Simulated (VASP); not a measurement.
Input of a VASP 6.6.1 run:

The input INCAR:

```
SYSTEM = Al2O3
ALGO = Normal ; EDIFF = 1E-6
ENCUT = 520 ; GGA = PE
ISIF = 2 ; ISMEAR = 0
LASPH = .TRUE. ; LCHARG = .FALSE.
LREAL = .FALSE. ; LWAVE = .FALSE.
NBANDS = 35 ; NELM = 60
PREC = Accurate ; SIGMA = 0.05
```

The input KPOINTS:

```
k-points
0
G
  6 6 6
  0 0 0
```

The input POSCAR:

```
Al2O3
1.0
    2.4043544254      1.3881546747      4.3744828318
   -2.4043544254      1.3881546747      4.3744828318
    0.0000000000     -2.7763093495      4.3744828317
Al O
4 6
Direct
    0.8521479318      0.8521479318      0.8521479318
    0.6478520682      0.6478520682      0.6478520682
    0.1478520682      0.1478520682      0.1478520682
    0.3521479318      0.3521479318      0.3521479318
    0.0561765927      0.4438234073      0.7500000000
    0.7500000000      0.0561765927      0.4438234073
    0.4438234073      0.7500000000      0.0561765927
    0.9438234073      0.5561765927      0.2500000000
    0.2500000000      0.9438234073      0.5561765927
    0.5561765927      0.2500000000      0.9438234073
```

Potentials or basis: VASP PAW PBE potentials, release 64 (Al, O).

The run is started by

```bash
$ cat potpaw_PBE.64/Al/POTCAR potpaw_PBE.64/O/POTCAR > POTCAR
$ mpirun -np 1 vasp_std > vasp.out
```

(1) Predict the pressure.

(2) Predict the largest force.

(3) Estimate the band gap on the k mesh.

Answers

(1) -0.1 GPa.

(2) 0.004 eV/Å.

(3) 5.85 eV.

**The experiment to reproduce.**

“Multi-petahertz electron interference in Cr:Al2O3 solid-state material”, 2018, pmc:5906618 quotes, for a bulk crystal of Al2O3: band gap 8.7 eV (optical).

A measured gap of Al2O3 is 8.7 eV (optical; quoted in “Multi-petahertz electron interference in Cr:Al2O3 solid-state material”, 2018, pmc:5906618); the calculated 5.85 eV misses it by -2.85 eV. The value is that of PBE, without temperature or zero-point motion. Semilocal functionals fall short of measured gaps as a rule.
